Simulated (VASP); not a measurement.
# Be in VASP: further runs

Be is run at these levels: PBE; tasks: single point, relaxation of cell and atoms.

Program: VASP 6.6.1. These are calculated values, not measurements. Logs are shortened: lines on timing, memory, paths and dates and some standing lists are left out, and cuts for length are marked.

### Step 1. The cell of the first run

The typed cell holds 3 atoms: a = 3.458 Å, b = 3.458 Å, c = 3.458 Å, α = 109.48°, β = 109.48°, γ = 109.45°.

### Step 2. Single point, PBE

INCAR

```
SYSTEM = Be
PREC     = Accurate       ! precision mode
ENCUT    = 520            ! plane-wave cutoff, eV
EDIFF    = 1E-7           ! SCF threshold, eV
ISMEAR   = 0              ! smearing method
SIGMA    = 0.1            ! smearing width, eV
LREAL    = .False.        ! projectors in reciprocal space
LASPH    = .True.         ! aspherical terms in the spheres
NELM     = 80             ! most SCF steps
ALGO     = Fast           ! electronic algorithm
ISIF     = 2              ! what is computed and relaxed
LWAVE    = .False.        ! write WAVECAR
LCHARG   = .True.         ! write CHGCAR
GGA      = PE             ! functional
LELF     = .True.         ! ELF
LVHAR    = .True.       
NBANDS   = 10             ! bands
```

KPOINTS

```
Automatic mesh
0
Gamma
  6 6 6
  0 0 0
```

POSCAR

```
Be
1.0
   -1.9960001347      1.9960001347      1.9966618203
    1.9960001347     -1.9960001347      1.9966618203
    1.9960001347      1.9960001347     -1.9966618203
Be
3
Direct
    0.0000000000      0.0000000000      0.0000000000
    0.5000000000      0.0000000000      0.5000000000
    0.0000000000      0.5000000000      0.5000000000
```

Potentials or basis: VASP PAW PBE potentials, release 64 (Be).

On the command line:

```console
$ cat potpaw_PBE.64/Be/POTCAR > POTCAR
$ mpirun -np 1 vasp_std > vasp.out
```

OUTCAR:

```text
SYSTEM = Be
   PREC = Accurate
   ENCUT = 520
   EDIFF = 1E-7
   ISMEAR = 0
   LREAL = .False.
   LASPH = .True.
   NELM = 80
   ISIF = 2
   GGA = PE

 ion  position               nearest neighbor table
   1  0.000  0.000  0.000-   2 2.00   3 2.00   3 2.00   2 2.00
   2  0.500  0.000  0.500-   1 2.00   1 2.00   3 2.00   3 2.00
   3  0.000  0.500  0.500-   1 2.00   1 2.00   2 2.00   2 2.00

  LATTYP: Found a body centered tetragonal cell.
 ALAT       =     3.9920002694
 C/A-ratio  =     1.0003315058

  Lattice vectors:

 A1 = (  -1.9960001347,   1.9960001347,   1.9966618203)
 A2 = (   1.9960001347,  -1.9960001347,   1.9966618203)
 A3 = (   1.9960001347,   1.9960001347,  -1.9966618203)

Analysis of symmetry for initial positions (statically):
=====================================================================
 Subroutine PRICEL returns:
 Original cell was already a primitive cell.

 Routine SETGRP: Setting up the symmetry group for a
 body centered tetragonal supercell.

 Subroutine GETGRP returns: Found 16 space group operations
 (whereof 16 operations were pure point group operations)
 out of a pool of 16 trial point group operations.

The static configuration has the point symmetry D_4h.

Analysis of symmetry for dynamics (positions and initial velocities):
=====================================================================
 Subroutine PRICEL returns:
 Original cell was already a primitive cell.

 Routine SETGRP: Setting up the symmetry group for a
 body centered tetragonal supercell.

 Subroutine GETGRP returns: Found 16 space group operations
 (whereof 16 operations were pure point group operations)
 out of a pool of 16 trial point group operations.

The dynamic configuration has the point symmetry D_4h.

 Subroutine INISYM returns: Found 16 space group operations
 (whereof 16 operations are pure point group operations),
 and found     1 'primitive' translations

----------------------------------------------------------------------------------------

                                     Primitive cell

  volume of cell :      31.8189

  direct lattice vectors                    reciprocal lattice vectors
    -1.996000135  1.996000135  1.996661820     0.000000000  0.250500985  0.250417970
     1.996000135 -1.996000135  1.996661820     0.250500985  0.000000000  0.250417970
     1.996000135  1.996000135 -1.996661820     0.250500985  0.250500985  0.000000000

  length of vectors
     3.457555712  3.457555712  3.457555712     0.354203195  0.354203195  0.354261891

  position of ions in fractional coordinates (direct lattice)
     0.000000000  0.000000000  0.000000000
     0.500000000  0.000000000  0.500000000
     0.000000000  0.500000000  0.500000000

  ion indices of the primitive-cell ions
   primitive index   ion index
                 1           1
                 2           2
                 3           3

----------------------------------------------------------------------------------------

 KPOINTS: Automatic mesh

Automatic generation of k-mesh.
 Grid dimensions read from file:
 generate k-points for:    6    6    6

 Generating k-lattice:

  Cartesian coordinates                     Fractional coordinates (reciprocal lattice)
     0.000000000  0.041750164  0.041736328     0.166666667  0.000000000  0.000000000
     0.041750164  0.000000000  0.041736328     0.000000000  0.166666667  0.000000000
     0.041750164  0.041750164  0.000000000     0.000000000  0.000000000  0.166666667

  Length of vectors
     0.059033866  0.059033866  0.059043648

  Shift w.r.t. Gamma in fractional coordinates (k-lattice)
     0.000000000  0.000000000  0.000000000

 Subroutine IBZKPT returns following result:
 ===========================================

 Found     30 irreducible k-points:

 Following reciprocal coordinates:
            Coordinates               Weight
  0.000000  0.000000  0.000000      1.000000
  0.166667  0.000000  0.000000      8.000000
  0.333333 -0.000000  0.000000      8.000000
  0.500000 -0.000000  0.000000      4.000000
  0.166667  0.166667  0.000000      8.000000
  0.333333  0.166667  0.000000     16.000000
[... 16 lines left out ...]
 -0.333333 -0.333333  0.166667      8.000000
 -0.166667 -0.333333  0.166667      8.000000
 [... further k-points ...]
   k-points           NKPTS =     30   k-points in BZ     NKDIM =     30   number of bands    NBANDS=     10
   number of dos      NEDOS =    301   number of ions     NIONS =      3
   total plane-waves  NPLWV =  21952
   dimension x,y,z NGX =    28 NGY =   28 NGZ =   28
   dimension x,y,z NGXF=    56 NGYF=   56 NGZF=   56
   ions per type =               3
   NGX,Y,Z   is equivalent  to a cutoff of  13.46, 13.46, 13.46 a.u.
   NGXF,Y,Z  is equivalent  to a cutoff of  26.93, 26.93, 26.93 a.u.
 SYSTEM =  Be
   PREC   = accura    normal or accurate (medium, high low for compatibility)
   ISTART =      0    job   : 0-new  1-cont  2-samecut
   ICHARG =      2    charge: 1-file 2-atom 10-const
   ISPIN  =      1    spin polarized calculation?
   LNONCOLLINEAR =      F non collinear calculations
   LSORBIT =      F    spin-orbit coupling
   LASPH  =      T    aspherical Exc in radial PAW
   ENCUT  =  520.0 eV  38.22 Ry    6.18 a.u.   6.43  6.43  6.43*2*pi/ulx,y,z
   NELM   =     80;   NELMIN=  2; NELMDL= -5     # of ELM steps
   EDIFF  = 0.1E-06   stopping-criterion for ELM
   LREAL  =      F    real-space projection
   EDIFFG = 0.1E-05   stopping-criterion for IOM
   NSW    =      0    number of steps for IOM
   IBRION =     -1    ionic relax: 0-MD 1-quasi-New 2-CG
   NFREE  =      0    steps in history (QN), initial steepest desc. (CG)
   ISIF   =      2    stress and relaxation
   ISYM   =      2    0-nonsym 1-usesym 2-fastsym
   POTIM  = 0.5000    time-step for ionic-motion
   TEBEG  =    0.0;   TEEND  =   0.0 temperature during run
   PSTRESS=    0.0 pullay stress
   NELECT =       6.0000    total number of electrons
   NUPDOWN=      -1.0000    fix difference up-down
   EMIN   =  10.00;   EMAX   =-10.00  energy-range for DOS
   EFERMI =   0.00;   METHOD = LEGACY
   ISMEAR =     0;   SIGMA  =   0.10  broadening in eV -4-tet -1-fermi 0-gaus
   EFERMI_NEDOS =   21; number of points for ismear=-14 and -15
   IALGO  =     68    algorithm
   IMIX   =      4    mixing-type and parameters
     AMIX     =   0.40;   BMIX     =  1.00
     AMIX_MAG =   1.60;   BMIX_MAG =  1.00
  volume/ion in A,a.u.               =      10.61        71.57
  Fermi-wavevector in a.u.,A,eV,Ry     =   0.938779  1.774035 11.990896  0.881306
  Thomas-Fermi vector in A             =   2.066025
   LORBIT       =      0    0 simple, 1 ext, 2 COOP (PROOUT), +10 PAW based schemes
   GGA     = PE    functional components
   LHFCALC =     F    Hartree Fock is set to
   AEXX    =    0.0000 exact exchange contribution
   IVDW    =     0    specifies the selected vdW correction
   LEPSILON=     F    determine dielectric tensor
   LRPA    =     F    only Hartree local field effects (RPA)
 non-spin polarized calculation
 RMM-DIIS sequential band-by-band and
 Gauss-broadening in eV      SIGMA  =   0.10
  energy-cutoff  :      520.00
  volume of cell :       31.82
 maximum number of plane-waves:       887
 NGX is ok and might be reduce to    28
   NGX = 13   NGY = 13   NGZ = 13

 number of electron       6.0000000 magnetization

 Free energy of the ion-electron system (eV)
  ---------------------------------------------------
  ext. energy  EPLUGINS =         0.00000000
  ---------------------------------------------------
  free energy    TOTEN  =        -8.58570821 eV

  energy without entropy =       -8.58220847  energy(sigma->0) =       -8.58395834

 E-fermi :   4.1703     XC(G=0):  -9.5283

 val. band max:        3.9953595725   @ k =  -0.3333   0.3333   0.0000
 cond. band min:       4.2039124687   @ k =   0.1667   0.0000   0.0000
 fundamental gap:      0.2085528962
 Fermi energy:         4.1702590913

 k-point     1 :       0.0000    0.0000    0.0000
  band No.  band energies     occupation
      1      -4.9620      2.00000
      2       5.5169      0.00000
      3       5.5169      0.00000
      4       5.5192      0.00000
      5      10.1607      0.00000
      6      10.1614      0.00000
      7      10.1614      0.00000
      8      13.4161      0.00000
      9      13.4161      0.00000
     10      13.4206      0.00000

 k-point     2 :       0.1667    0.0000    0.0000
  band No.  band energies     occupation
      1      -4.5586      2.00000
      2       4.2039      0.63412
      3       4.9031      0.00000
      4       5.8022      0.00000
      5       8.4519      0.00000
      6       8.8479      0.00000
      7      10.2642      0.00000
      8      14.9854      0.00000
      9      15.0382      0.00000
     10      15.7063      0.00000

 k-point     3 :       0.3333   -0.0000    0.0000
  band No.  band energies     occupation
      1      -3.3500      2.00000
      2       1.3376      2.00000
      3       3.9950      1.98683
      4       6.4580      0.00000
      5       7.3855      0.00000
      6       7.5027      0.00000
      7      10.5234      0.00000
      8      15.6602      0.00000
      9      16.1486      0.00000
     10      17.6991      0.00000

 k-point     4 :       0.5000   -0.0000    0.0000
  band No.  band energies     occupation
      1      -1.3972      2.00000
      2      -1.3071      2.00000
      3       3.6312      2.00000
      4       6.8452      0.00000
      5       7.0296      0.00000
      6       7.0870      0.00000
      7      10.7189      0.00000
      8      15.9730      0.00000
      9      16.0445      0.00000
     10      16.7599      0.00000

 k-point     5 :       0.1667    0.1667    0.0000
  band No.  band energies     occupation
      1      -3.7527      2.00000
      2       2.8164      2.00000
      3       3.2488      2.00000
      4       6.3372      0.00000
      5       6.5138      0.00000
      6       9.9015      0.00000
      7      10.1885      0.00000
      8      14.5585      0.00000
      9      15.8469      0.00000
     10      16.6881      0.00000

 k-point     6 :       0.3333    0.1667    0.0000
  band No.  band energies     occupation
      1      -2.1504      2.00000
      2       0.1969      2.00000
      3       2.3414      2.00000
      4       5.4148      0.00000
      5       7.4028      0.00000
      6       9.8971      0.00000
      7      10.5646      0.00000
      8      14.5065      0.00000
      9      15.7518      0.00000
     10      16.5048      0.00000
[... 183 lines left out ...]
 k-point    21 :      -0.3333    0.5000    0.1667
  band No.  band energies     occupation
      1      -1.4219      2.00000
      2       0.6698      2.00000
      3       0.8823      2.00000
      4       5.9088      0.00000
      5       6.9841      0.00000
      6       8.3369      0.00000
      7      11.1348      0.00000
      8      12.2000      0.00000
      9      14.6675      0.00000
     10      20.1231      0.00000

 k-point    22 :      -0.1667    0.5000    0.1667
  band No.  band energies     occupation
      1      -1.0609      2.00000
      2      -0.9564      2.00000
      3       2.4267      2.00000
      4       5.5237      0.00000
      5       8.4857      0.00000
      6       8.6023      0.00000
      7       9.0413      0.00000
      8      12.6758      0.00000
      9      15.6659      0.00000
     10      18.9922      0.00000

 k-point    23 :      -0.3333   -0.3333    0.1667
  band No.  band energies     occupation
      1      -1.4236      2.00000
      2       0.6707      2.00000
      3       0.8828      2.00000
      4       5.9120      0.00000
      5       6.9846      0.00000
      6       8.3351      0.00000
      7      11.1323      0.00000
      8      12.2017      0.00000
      9      14.6687      0.00000
     10      20.0511      0.00000

 k-point    24 :      -0.1667   -0.3333    0.1667
  band No.  band energies     occupation
      1      -2.9678      2.00000
      2       1.5765      2.00000
      3       2.8485      2.00000
      4       5.3655      0.00000
      5       7.5202      0.00000
      6       9.3205      0.00000
      7       9.7844      0.00000
      8      13.0364      0.00000
      9      15.8666      0.00000
     10      17.2996      0.00000

 [... further k-points ...]
[... 5 lines left out ...]
  --------------------------------------------------------------------------------------
  -------------------------------------------------------------------------------------
  Total        0.0508438      0.0508438      0.0286747      0.0000000      0.0000000      0.0000000
  in kB        2.5601359      2.5601359      1.4438574      0.0000000      0.0000000      0.0000000
  external PRESSURE =       2.1880430 kB  Pullay stress =       0.0000000 kB

 VOLUME and BASIS-vectors are now :
 -----------------------------------------------------------------------------
  energy-cutoff  :      520.00
  volume of cell :       31.82
      direct lattice vectors                 reciprocal lattice vectors
    -1.996000135  1.996000135  1.996661820     0.000000000  0.250500985  0.250417970
     1.996000135 -1.996000135  1.996661820     0.250500985  0.000000000  0.250417970
     1.996000135  1.996000135 -1.996661820     0.250500985  0.250500985  0.000000000

 POSITION                                       TOTAL-FORCE (eV/Angst)
 -----------------------------------------------------------------------------------
      0.00000      0.00000      0.00000        -0.000000      0.000000     -0.000000
      0.00000      1.99600      0.00000        -0.000000      0.000000     -0.000000
      1.99600      0.00000      0.00000         0.000000     -0.000000      0.000000
 -----------------------------------------------------------------------------------
    total drift:                                0.000000     -0.000000      0.000000

  FREE ENERGIE OF THE ION-ELECTRON SYSTEM (eV)
  ---------------------------------------------------
  free  energy   TOTEN  =        -8.5857082129 eV

  energy  without entropy=       -8.5822084702  energy(sigma->0) =       -8.58395834
```

Wall time 12 s (1 thread of AMD EPYC 7R43 (Zen 3), shared host); peak memory 0.11 GiB.

What came out:

| Quantity | Value |
| --- | --- |
| Free energy | -8.5857 eV |
| Pressure | 0.2 GPa |
| Band gap on the k mesh | zero (band 3 reaches 5.52 eV, above the bottom of band 4 at 2.62 eV) |

Stress tensor (GPa, compression positive):
```
0.26 0.00 0.00
0.00 0.26 0.00
0.00 0.00 0.14
```

Levels at points of the mesh, in eV from the Fermi level:
```csv
k point,band 1,band 2,band 3,band 4,band 5,band 6,band 7,band 8
"(0.00, 0.00, 0.00)",-9.13,1.35,1.35,1.35,5.99,5.99,5.99,9.25
"(0.50, 0.00, 0.00)",-5.57,-5.48,-0.54,2.67,2.86,2.92,6.55,11.80
"(0.50, 0.50, 0.00)",-5.57,-5.48,-0.54,2.67,2.86,2.91,6.55,11.81
"(0.50, 0.50, 0.50)",-3.49,-3.49,-3.49,-0.22,-0.21,2.56,9.95,9.95
```

Caveat: the k points lie up to 0.37 Å⁻¹ apart.

(Part 1 of 2 ends here.)
